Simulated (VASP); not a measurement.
# InP (F-43m) in VASP: notebook, part 3 of 3

VASP 6.6.1. Earlier steps stand in the parts before.

### Step 5. Single point, LDA

Contents of INCAR:

```
ALGO = Normal ; EDIFF = 1E-6
ENCUT = 500 ; GGA = CA
GGA_COMPAT = F ; ISIF = 2
ISMEAR = -1 ; LASPH = T
LCHARG = T ; LELF = T
LREAL = F ; LVHAR = T
LWAVE = F ; NBANDS = 16
NELM = 120 ; PREC = Accurate
SIGMA = 0.01
```

Contents of KPOINTS:

```
k-points
0
Gamma
  8 8 8
```

Contents of POSCAR:

```
InP
1.0
    0.0000000000      2.9541317328      2.9541317328
    2.9541317328      0.0000000000      2.9541317328
    2.9541317328      2.9541317328      0.0000000000
In P
1 1
Direct
    0.0000000000      0.0000000000      0.0000000000
    0.7500000006      0.7500000006      0.7500000006
```

Potentials or basis: VASP PAW LDA potentials, release 64 (In_d, P).

On the command line:

```console
$ cat potpaw_LDA.64/In_d/POTCAR potpaw_LDA.64/P/POTCAR > POTCAR
$ mpirun -np 1 vasp_std > vasp.out
```

OUTCAR:

```text
EDIFF = 1E-6
   ENCUT = 500
   GGA = CA
   ISIF = 2
   ISMEAR = -1
   LASPH = T
   LREAL = F
   NELM = 120
   PREC = Accurate

 ion  position               nearest neighbor table
   1  0.000  0.000  0.000-   2 2.56   2 2.56   2 2.56   2 2.56
   2  0.750  0.750  0.750-   1 2.56   1 2.56   1 2.56   1 2.56

  LATTYP: Found a face centered cubic cell.
 ALAT       =     5.9082634656

  Lattice vectors:

 A1 = (   0.0000000000,   2.9541317328,   2.9541317328)
 A2 = (   2.9541317328,   0.0000000000,   2.9541317328)
 A3 = (   2.9541317328,   2.9541317328,   0.0000000000)

Analysis of symmetry for initial positions (statically):
=====================================================================
 Subroutine PRICEL returns:
 Original cell was already a primitive cell.

 Routine SETGRP: Setting up the symmetry group for a
 face centered cubic supercell.

 Subroutine GETGRP returns: Found 24 space group operations
 (whereof 24 operations were pure point group operations)
 out of a pool of 48 trial point group operations.

The static configuration has the point symmetry T_d .

Analysis of symmetry for dynamics (positions and initial velocities):
=====================================================================
 Subroutine PRICEL returns:
 Original cell was already a primitive cell.

 Routine SETGRP: Setting up the symmetry group for a
 face centered cubic supercell.

 Subroutine GETGRP returns: Found 24 space group operations
 (whereof 24 operations were pure point group operations)
 out of a pool of 48 trial point group operations.

The dynamic configuration has the point symmetry T_d .

 Subroutine INISYM returns: Found 24 space group operations
 (whereof 24 operations are pure point group operations),
 and found     1 'primitive' translations

----------------------------------------------------------------------------------------

                                     Primitive cell

  volume of cell :      51.5608

  direct lattice vectors                    reciprocal lattice vectors
     0.000000000  2.954131733  2.954131733    -0.169254470  0.169254470  0.169254470
     2.954131733  0.000000000  2.954131733     0.169254470 -0.169254470  0.169254470
     2.954131733  2.954131733  0.000000000     0.169254470  0.169254470 -0.169254470

  length of vectors
     4.177773162  4.177773162  4.177773162     0.293157341  0.293157341  0.293157341

  position of ions in fractional coordinates (direct lattice)
     0.000000000  0.000000000  0.000000000
     0.750000001  0.750000001  0.750000001

  ion indices of the primitive-cell ions
   primitive index   ion index
                 1           1
                 2           2

----------------------------------------------------------------------------------------

 KPOINTS: k-points

Automatic generation of k-mesh.
 Grid dimensions read from file:
 generate k-points for:    8    8    8

 Generating k-lattice:

  Cartesian coordinates                     Fractional coordinates (reciprocal lattice)
    -0.021156809  0.021156809  0.021156809     0.125000000  0.000000000  0.000000000
     0.021156809 -0.021156809  0.021156809     0.000000000  0.125000000  0.000000000
     0.021156809  0.021156809 -0.021156809     0.000000000  0.000000000  0.125000000

  Length of vectors
     0.036644668  0.036644668  0.036644668

  Shift w.r.t. Gamma in fractional coordinates (k-lattice)
     0.000000000  0.000000000  0.000000000

 Subroutine IBZKPT returns following result:
 ===========================================

 Found     29 irreducible k-points:

 Following reciprocal coordinates:
            Coordinates               Weight
  0.000000  0.000000  0.000000      1.000000
  0.125000  0.000000  0.000000      8.000000
  0.250000  0.000000  0.000000      8.000000
  0.375000  0.000000  0.000000      8.000000
  0.500000  0.000000  0.000000      4.000000
  0.125000  0.125000  0.000000      6.000000
[... 16 lines left out ...]
  0.500000  0.250000  0.125000     48.000000
 -0.375000  0.250000  0.125000     24.000000
 [... further k-points ...]
   k-points           NKPTS =     29   k-points in BZ     NKDIM =     29   number of bands    NBANDS=     16
   number of dos      NEDOS =    301   number of ions     NIONS =      2
   total plane-waves  NPLWV =  27000
   dimension x,y,z NGX =    30 NGY =   30 NGZ =   30
   dimension x,y,z NGXF=    60 NGYF=   60 NGZF=   60
   ions per type =               1   1
   NGX,Y,Z   is equivalent  to a cutoff of  11.94, 11.94, 11.94 a.u.
   NGXF,Y,Z  is equivalent  to a cutoff of  23.88, 23.88, 23.88 a.u.
 SYSTEM =  unknown system
   PREC   = accura    normal or accurate (medium, high low for compatibility)
   ISTART =      0    job   : 0-new  1-cont  2-samecut
   ICHARG =      2    charge: 1-file 2-atom 10-const
   ISPIN  =      1    spin polarized calculation?
   LNONCOLLINEAR =      F non collinear calculations
   LSORBIT =      F    spin-orbit coupling
   LASPH  =      T    aspherical Exc in radial PAW
   ENCUT  =  500.0 eV  36.75 Ry    6.06 a.u.   7.62  7.62  7.62*2*pi/ulx,y,z
   NELM   =    120;   NELMIN=  2; NELMDL= -5     # of ELM steps
   EDIFF  = 0.1E-05   stopping-criterion for ELM
   LREAL  =      F    real-space projection
   EDIFFG = 0.1E-04   stopping-criterion for IOM
   NSW    =      0    number of steps for IOM
   IBRION =     -1    ionic relax: 0-MD 1-quasi-New 2-CG
   NFREE  =      0    steps in history (QN), initial steepest desc. (CG)
   ISIF   =      2    stress and relaxation
   ISYM   =      2    0-nonsym 1-usesym 2-fastsym
   POTIM  = 0.5000    time-step for ionic-motion
   TEBEG  =    0.0;   TEEND  =   0.0 temperature during run
   PSTRESS=    0.0 pullay stress
   NELECT =      18.0000    total number of electrons
   NUPDOWN=      -1.0000    fix difference up-down
   EMIN   =  10.00;   EMAX   =-10.00  energy-range for DOS
   EFERMI =   0.00;   METHOD = LEGACY
   ISMEAR =    -1;   SIGMA  =   0.01  broadening in eV -4-tet -1-fermi 0-gaus
   EFERMI_NEDOS =   21; number of points for ismear=-14 and -15
   IALGO  =     38    algorithm
   IMIX   =      4    mixing-type and parameters
     AMIX     =   0.40;   BMIX     =  1.00
     AMIX_MAG =   1.60;   BMIX_MAG =  1.00
  volume/ion in A,a.u.               =      25.78       173.97
  Fermi-wavevector in a.u.,A,eV,Ry     =   1.152725  2.178335 18.079089  1.328776
  Thomas-Fermi vector in A             =   2.289374
   LORBIT       =      0    0 simple, 1 ext, 2 COOP (PROOUT), +10 PAW based schemes
   GGA     = CA    functional components
   LHFCALC =     F    Hartree Fock is set to
   AEXX    =    0.0000 exact exchange contribution
   IVDW    =     0    specifies the selected vdW correction
   LEPSILON=     F    determine dielectric tensor
   LRPA    =     F    only Hartree local field effects (RPA)
 non-spin polarized calculation
  energy-cutoff  :      500.00
  volume of cell :       51.56
 maximum number of plane-waves:      1363
   NGX = 15   NGY = 15   NGZ = 15

 number of electron      17.9999996 magnetization

 Free energy of the ion-electron system (eV)
  ---------------------------------------------------
  ext. energy  EPLUGINS =         0.00000000
  ---------------------------------------------------
  free energy    TOTEN  =        -9.65459786 eV

  energy without entropy =       -9.65459786  energy(sigma->0) =       -9.65459786

 E-fermi :   4.9342     XC(G=0):  -9.5074

 val. band max:        4.7467249900   @ k =   0.0000   0.0000   0.0000
 cond. band min:       5.1262595489   @ k =   0.0000   0.0000   0.0000
 fundamental gap:      0.3795345589
 Fermi energy:         4.9341806026

 k-point     1 :       0.0000    0.0000    0.0000
  band No.  band energies     occupation
      1      -9.3919      2.00000
      2      -9.3919      2.00000
      3      -9.3919      2.00000
      4      -9.2486      2.00000
      5      -9.2486      2.00000
      6      -6.6356      2.00000
[... 8 lines left out ...]
     15      14.1567      0.00000
     16      14.1567      0.00000

 k-point     2 :       0.1250    0.0000    0.0000
  band No.  band energies     occupation
      1      -9.4088      2.00000
      2      -9.3849      2.00000
      3      -9.3849      2.00000
      4      -9.2485      2.00000
      5      -9.2485      2.00000
      6      -6.4625      2.00000
[... 8 lines left out ...]
     15      13.4853      0.00000
     16      13.7141      0.00000
[... 387 lines left out ...]
      5      -9.2342      2.00000
      6      -4.9810      2.00000
[... 8 lines left out ...]
     15      15.3256      0.00000
     16      15.9958      0.00000

 k-point    24 :      -0.3750    0.2500    0.1250
  band No.  band energies     occupation
      1      -9.5125      2.00000
      2      -9.3469      2.00000
      3      -9.3278      2.00000
      4      -9.2539      2.00000
      5      -9.2366      2.00000
      6      -4.6506      2.00000
[... 8 lines left out ...]
     15      15.2482      0.00000
     16      15.8916      0.00000

 [... further k-points ...]
[... 5 lines left out ...]
  --------------------------------------------------------------------------------------
  -------------------------------------------------------------------------------------
  Total       -0.8654447     -0.8654447     -0.8654447      0.0000000      0.0000000     -0.0000000
  in kB      -26.8924495    -26.8924495    -26.8924495      0.0000000      0.0000000     -0.0000000
  external PRESSURE =     -26.8924495 kB  Pullay stress =       0.0000000 kB

 VOLUME and BASIS-vectors are now :
 -----------------------------------------------------------------------------
  energy-cutoff  :      500.00
  volume of cell :       51.56
      direct lattice vectors                 reciprocal lattice vectors
     0.000000000  2.954131733  2.954131733    -0.169254470  0.169254470  0.169254470
     2.954131733  0.000000000  2.954131733     0.169254470 -0.169254470  0.169254470
     2.954131733  2.954131733  0.000000000     0.169254470  0.169254470 -0.169254470

 POSITION                                       TOTAL-FORCE (eV/Angst)
 -----------------------------------------------------------------------------------
      0.00000      0.00000      0.00000         0.000000      0.000000      0.000000
      4.43120      4.43120      4.43120        -0.000000     -0.000000     -0.000000
 -----------------------------------------------------------------------------------
    total drift:                               -0.000001     -0.000001     -0.000001

  FREE ENERGIE OF THE ION-ELECTRON SYSTEM (eV)
  ---------------------------------------------------
  free  energy   TOTEN  =        -9.6545978578 eV

  energy  without entropy=       -9.6545978578  energy(sigma->0) =       -9.65459786
```

OSZICAR:

```text
N       E                     dE             d eps       ncg     rms          rms(c)
DAV:   1     0.110644187080E+03    0.11064E+03   -0.82278E+03   936   0.122E+03
DAV:   2    -0.260568388100E+01   -0.11325E+03   -0.10824E+03  1072   0.299E+02
DAV:   3    -0.987845669282E+01   -0.72728E+01   -0.72385E+01  1152   0.739E+01
DAV:   4    -0.100672663958E+02   -0.18881E+00   -0.18876E+00  1200   0.131E+01
DAV:   5    -0.100774912624E+02   -0.10225E-01   -0.10225E-01  1400   0.266E+00    0.558E+00
DAV:   6    -0.969911344819E+01    0.37838E+00   -0.57822E-01  1528   0.122E+01    0.331E+00
DAV:   7    -0.966001495027E+01    0.39098E-01   -0.12840E-01  1368   0.280E+00    0.115E+00
DAV:   8    -0.965473262519E+01    0.52823E-02   -0.11787E-02  1192   0.123E+00    0.314E-01
DAV:   9    -0.965456511862E+01    0.16751E-03   -0.92740E-04  1288   0.328E-01    0.155E-01
DAV:  10    -0.965459481841E+01   -0.29700E-04   -0.13350E-04  1376   0.148E-01    0.910E-02
DAV:  11    -0.965459993397E+01   -0.51156E-05   -0.26650E-05  1432   0.758E-02    0.514E-02
DAV:  12    -0.965459785236E+01    0.20816E-05   -0.41903E-06  1120   0.155E-02    0.822E-03
DAV:  13    -0.965459785784E+01   -0.54843E-08   -0.42121E-07   680   0.359E-03
   1 F= -.96545979E+01 E0= -.96545979E+01  d E =-.203130E-10
```

It took 13 s on 1 thread of Intel Xeon Platinum 8559C (Emerald Rapids), shared host; peak memory 0.15 GiB.

What came out:

```
Free energy            : -9.6546 eV
Pressure               : -2.7 GPa
Band gap on the k mesh : 0.38 eV
```

Levels at points of the mesh, in eV from the valence-band top:
| k point | band 6 | band 7 | band 8 | band 9 | band 10 | band 11 | band 12 | band 13 |
| --- | --- | --- | --- | --- | --- | --- | --- | --- |
| (0.00, 0.00, 0.00) | -11.38 | 0.00 | 0.00 | 0.00 | 0.38 | 3.96 | 3.96 | 3.96 |
| (0.50, 0.00, 0.00) | -9.71 | -5.70 | -0.96 | -0.96 | 1.27 | 4.70 | 4.70 | 6.84 |
| (0.50, 0.50, 0.00) | -9.07 | -5.76 | -2.28 | -2.28 | 1.63 | 2.13 | 8.84 | 9.27 |

Caveat: spin-orbit coupling is left out, which moves the levels of the heavy elements.

### Step 6. Single point, PBE

Contents of INCAR:

```
SYSTEM = InP
PREC = Accurate
ENCUT = 500
EDIFF = 1E-6
ISMEAR = 0
SIGMA = 0.01
LREAL = .FALSE.
LASPH = .TRUE.
NELM = 120
ALGO = Normal
ISIF = 2
LWAVE = .FALSE.
LCHARG = .FALSE.
GGA = PE
NBANDS = 16
GGA_COMPAT = .FALSE.
```

Contents of KPOINTS:

```
Automatic mesh
0
G
  8 8 8
  0 0 0
```

POSCAR is that of step 5.

Potentials or basis: VASP PAW PBE potentials, release 64 (In_d, P).

On the command line:

```console
$ cat potpaw_PBE.64/In_d/POTCAR potpaw_PBE.64/P/POTCAR > POTCAR
$ mpirun -np 1 vasp_std > vasp.out
```

Wall time 13 s (1 thread of Intel Xeon Platinum 8559C (Emerald Rapids), shared host); peak memory 0.17 GiB.

It converged, with:

```
Free energy            : -8.3996 eV
Pressure               : 1.6 GPa
Band gap on the k mesh : 0.58 eV
```

Levels at points of the mesh, in eV from the valence-band top:
```
           k point  band 5  band 6  band 7  band 8  band 9  band 10  band 11  band 12  band 13  band 14
(0.00, 0.00, 0.00)  -14.00  -11.35    0.00    0.00    0.00     0.58     4.09     4.09     4.09     8.47
(0.50, 0.00, 0.00)  -13.99   -9.71   -5.60   -0.94   -0.94     1.44     4.81     4.81     7.05     9.37
(0.50, 0.50, 0.00)  -13.97   -9.08   -5.65   -2.24   -2.24     1.80     2.27     9.06     9.43     9.43
```

Caveat: spin-orbit coupling is left out, which moves the levels of the heavy elements.

### Step 7. Single point, r2SCAN

POSCAR is that of step 6.

Contents of INCAR.step1:

```
SYSTEM = InP
ALGO = Normal
EDIFF = 1E-5
ENCUT = 550
GGA = PE
GGA_COMPAT = .FALSE.
ISMEAR = -1
LASPH = .TRUE.
LCHARG = .FALSE.
LREAL = .FALSE.
LWAVE = .TRUE.
NBANDS = 16
NELM = 120
PREC = Accurate
SIGMA = 0.01
```

Contents of INCAR.step2:

```
SYSTEM = InP
ALGO = Normal
EDIFF = 1E-6
ENCUT = 550
GGA_COMPAT = .FALSE.
ISIF = 2
ISMEAR = -1
ISTART = 1
LASPH = .TRUE.
LCHARG = .FALSE.
LMIXTAU = .TRUE.
LREAL = .FALSE.
LWAVE = .FALSE.
METAGGA = R2SCAN
NBANDS = 16
NELM = 120
PREC = Accurate
SIGMA = 0.01
```

Contents of KPOINTS:

```
k-points
0
G
  8 8 8
  0 0 0
```

On the command line:

```console
$ cat potpaw_PBE.64/In_d/POTCAR potpaw_PBE.64/P/POTCAR > POTCAR
$ cp INCAR.step1 INCAR
$ mpirun -np 1 vasp_std > vasp.out
$ cp INCAR.step2 INCAR
$ mpirun -np 1 vasp_std > vasp.out
```

It took 34 s on 1 thread of Intel Xeon Platinum 8559C (Emerald Rapids), shared host; peak memory 0.19 GiB.

Results (log left out):

```
Free energy            : -32.2977 eV
Pressure               : -0.1 GPa
Band gap on the k mesh : 1.03 eV
```

Levels at points of the mesh, in eV from the valence-band top:
| k point | band 6 | band 7 | band 8 | band 9 | band 10 | band 11 | band 12 | band 13 |
| --- | --- | --- | --- | --- | --- | --- | --- | --- |
| (0.00, 0.00, 0.00) | -11.83 | 0.00 | 0.00 | 0.00 | 1.03 | 4.44 | 4.44 | 4.44 |
| (0.50, 0.00, 0.00) | -10.11 | -5.75 | -0.97 | -0.97 | 1.80 | 5.16 | 5.16 | 7.50 |
| (0.50, 0.50, 0.00) | -9.46 | -5.77 | -2.33 | -2.33 | 2.05 | 2.55 | 9.72 | 10.15 |

Caveat: the PAW data sets were made with another functional, which shifts forces and pressure a little; spin-orbit coupling is left out, which moves the levels of the heavy elements.

### Step 8. Overview

```tsv
level	potentials or basis	k mesh	cutoff (eV)	smearing	gap on the mesh (eV)	pressure (GPa)
PBE	VASP PAW PBE potentials, release 64 (In_d, P)	6 × 6 × 6	500	fermi-dirac 0.01 eV	0.58	1.6
PBE	VASP PAW PBE potentials, release 64 (In_d, P)	8 × 8 × 8	500	gaussian 0.01 eV	0.58	1.6
PBE	VASP PAW PBE potentials, release 64 (In_d, P)	8 × 8 × 8	500	fermi-dirac 0.01 eV	0.58	1.6
LDA	VASP PAW LDA potentials, release 64 (In_d, P)	8 × 8 × 8	500	fermi-dirac 0.01 eV	0.38	-2.7
r2SCAN	VASP PAW PBE potentials, release 64 (In_d, P)	8 × 8 × 8	550	fermi-dirac 0.01 eV	1.03	-0.1
```

Alike in all rows: task single point; no spin polarisation; cell as given.

Caveats: spin-orbit coupling is left out, which moves the levels of the heavy elements; the PAW data sets were made with another functional, which shifts forces and pressure a little (at least some runs).

Absolute energies hang on the potentials; compare differences alone.
